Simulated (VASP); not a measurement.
Input of a VASP 6.6.1 run:

File INCAR:

```
SYSTEM = Sr
PREC = Accurate ; ENCUT = 520
EDIFF = 1E-6 ; ISMEAR = 0
SIGMA = 0.1 ; LREAL = .FALSE.
LASPH = .TRUE. ; NELM = 100
ALGO = Fast ; ISIF = 2
LWAVE = .FALSE. ; LCHARG = .FALSE.
GGA = PS ; NBANDS = 22
```

Contents of KPOINTS:

```
Automatic mesh
0
G
  9 9 12
  0 0 0
```

POSCAR

```
Sr
1.0
    6.7226099207      0.0000000000      0.0000000000
   -3.3613049604      5.8219509710      0.0000000000
    0.0000000000      0.0000000000      3.9915132057
Sr
3
Direct
    0.0000000000      0.0000000000      0.0000000000
    0.3333333333      0.6666666667      0.5000000000
    0.6666666667      0.3333333333      0.5000000000
```

Potentials or basis: VASP PAW PBE potentials, release 64 (Sr_sv).

Run with:

```bash
$ cat potpaw_PBE.64/Sr_sv/POTCAR > POTCAR
$ mpirun -np 1 vasp_std > vasp.out
```

Question: What does it give for the pressure?

Answer: 0.0 GPa.

Question: Estimate the band gap on the k mesh.

Answer: Zero (bands 15 and 16 overlap by 0.19 eV).

Caveat: the PAW data sets were made with another functional, which shifts forces and pressure a little.
